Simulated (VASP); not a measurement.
Runs of VASP 6.6.1 on TiB2. The structure is that of space group P6/mmm (No. 191), or close to it. The cells are those of the table. 

```tsv
task	level	potentials or basis	cell	cutoff (eV)	gap on the mesh (eV)	pressure (GPa)	relaxed volume (Å³/atom)
single point	r2SCAN+D4	VASP PAW PBE potentials, release 64 (Ti_sv, B)	a = 3.016, b = 3.016, c = 3.205 Å, angles 90.0, 90.0, 120.0°, 3 atoms	520	none	(b)	-
relaxation of cell and atoms	r2SCAN+D4	VASP PAW PBE potentials, release 64 (Ti_sv, B)	relaxed from a = 3.029, b = 3.029, c = 3.228 Å, angles 90.0, 90.0, 120.0°, 3 atoms	600	none	-0.1	8.45
single point	revPBE+D3(BJ)	VASP PAW PBE potentials, release 64 (Ti_sv, B)	a = 2.988, b = 2.988, c = 3.160 Å, angles 90.0, 90.0, 120.0°, 3 atoms	520	none	0.2	-
relaxation of cell and atoms	LDA	VASP PAW LDA potentials, release 64 (Ti_sv, B)	relaxed from a = 3.029, b = 3.029, c = 3.228 Å, angles 90.0, 90.0, 120.0°, 3 atoms	600	none	0.2	8.19
single point	RPBE	VASP PAW PBE potentials, release 64 (Ti_sv, B)	a = 3.048, b = 3.048, c = 3.249 Å, angles 90.0, 90.0, 120.0°, 3 atoms	520	none	0.1	-
single point	LDA	VASP PAW LDA potentials, release 64 (Ti_sv, B)	a = 2.993, b = 2.993, c = 3.161 Å, angles 90.0, 90.0, 120.0°, 3 atoms	520	none	0.6	-
relaxation of cell and atoms	RPBE	VASP PAW PBE potentials, release 64 (Ti_sv, B)	relaxed from a = 3.029, b = 3.029, c = 3.228 Å, angles 90.0, 90.0, 120.0°, 3 atoms	600	none	-0.1	8.72
relaxation of cell and atoms	revPBE+D3(BJ)	VASP PAW PBE potentials, release 64 (Ti_sv, B)	relaxed from a = 3.029, b = 3.029, c = 3.228 Å, angles 90.0, 90.0, 120.0°, 3 atoms	600	none	-0.2	(a)
```

Alike in all rows: no spin polarisation; k mesh 13 × 13 × 10; smearing methfessel-paxton 0.05 eV.

Q: Fill in the values left out.

A: (a) 8.15; (b) 0.9.

Caveats: the PAW data sets were made with another functional, which shifts forces and pressure a little (some runs); pairwise dispersion overbinds metals, which lowers pressure and volume (some runs).

A gap of «none» marks levels without a gap at the run's occupations.
